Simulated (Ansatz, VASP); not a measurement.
This is a calculation of FeO for VASP 6.6.1.

The input INCAR:

```
  PREC = Accurate
  ENCUT = 520
  EDIFF = 1E-6
  ISMEAR = -1
  SIGMA = 0.05
  LREAL = False
  LASPH = True
  NELM = 150
  ALGO = Normal
  ISIF = 2
  LWAVE = False
  LCHARG = False
  ISPIN = 2
  MAGMOM = 3 0
  LORBIT = 11
  LMAXMIX = 4
  GGA = CA
  NBANDS = 18
```

Contents of KPOINTS:

```
Automatic mesh
0
Gamma
  11 11 11
```

File POSCAR:

```
FeO
1.0
    1.4982937792      0.8650403168      2.4855247686
   -1.4982937792      0.8650403168      2.4855247686
    0.0000000000     -1.7300806335      2.4855247686
Fe O
1 1
Direct
    0.0000000000      0.0000000000      0.0000000000
    0.5000000000      0.5000000000      0.5000000000
```

Potentials or basis: VASP PAW LDA potentials, release 64 (Fe, O).

Launch:

```console
$ cat potpaw_LDA.64/Fe/POTCAR potpaw_LDA.64/O/POTCAR > POTCAR
$ mpirun -np 1 vasp_std > vasp.out
```

Problem. Translate it to Ansatz 0.2.0. Potentials there: all-electron LAPW, scalar-relativistic.

Solution. As run (the cutoff follows the program's own potentials):

The input input.yaml:

```yaml
crystal:
  lattice:
    - [1.4982937792, 0.8650403168, 2.4855247686]
    - [-1.4982937792, 0.8650403168, 2.4855247686]
    - [0.0, -1.7300806335, 2.4855247686]
  atoms:
    - { symbol: Fe, position: [0.0, 0.0, 0.0], spin: 3.0 }
    - { symbol: O, position: [0.5, 0.5, 0.5] }
kpoints:
  mp_grid: { grid: [11, 11, 11] }
scf:
  occupations: { method: fermi_dirac, width: 0.05 }
hamiltonian:
  xc: lda
  pseudopotentials: { kind: all_electron, lapw: { basis_error: 0.001 } }
magnetization:
  spin_polarized: true
output:
  forces: true
  stress: true
  eigenvalues: true
```

Potentials or basis: all-electron LAPW, scalar-relativistic.

The run is started by

```console
$ ansatz run input.yaml --threads 2 --pin off --max-ram 6144MiB --backend cpu --events-out ev --progress --plain --runs-dir out
```

Both were run:

|  | VASP | Ansatz | Ansatz less VASP |
| --- | --- | --- | --- |
| gap on the k mesh at the Fermi level (eV) | none | none | - |
| pressure (GPa) | -9.9 | -9.6 | +0.26 |
| traceless stress, the component that is largest in VASP (GPa) | -0.62 | -0.66 | -0.039 |
| net moment per atom (μB) | 1.97 | 2.00 | +0.025 |
| size of the moment on the site where the two differ most (μB) | 3.53 | 3.57 | +0.044 |

LDA's correlation is that of Perdew and Zunger in VASP and of Perdew and Wang (1992) in Ansatz. Site moments also hang on the region over which each program counts them. A gap of «none» marks a metal or a gap that the smearing closes. Ansatz ran all-electron here, and VASP with PAW potentials.
